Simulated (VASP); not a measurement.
BAs:

```
CELL_PARAMETERS angstrom
0.00000 2.19742 2.57958
2.19742 0.00000 2.57958
2.19742 2.19742 0.00000
ATOMIC_POSITIONS crystal
B 0.00000 0.00000 0.00000
As 0.75000 0.75000 0.75000
```

This cell differs from its parent crystal: strain -0.080 along x and y, +0.080 along z.

Base run:

```yaml
Program: VASP 6.6.1
Functional: LDA
Potentials_or_basis: VASP PAW LDA potentials, release 64 (B, As_d)
Cutoff: 600 eV
k_mesh: 10 × 10 × 10
Occupations: gaussian, width 0.05 eV
Spin: no spin polarisation
```

Its results: band gap on the k mesh zero (band 9 reaches 6.40 eV, above the bottom of band 10 at 6.18 eV); pressure 10.2 GPa.

The run is repeated on the same cell with these changes: potentials or basis from VASP PAW LDA potentials, release 64 (B, As_d) to VASP PAW LDA potentials, release 64 (B, As); cutoff from 600 eV to 520 eV; further incar settings from ALGO = Normal; EDIFF = 1e-06; NBANDS = 16 to ALGO = Normal; EDIFF = 1e-07; NBANDS = 11; valence electrons from 18 to 8. What comes out?

Band gap on the k mesh zero (band 4 reaches 7.88 eV, above the bottom of band 5 at 7.65 eV); pressure 11.2 GPa.
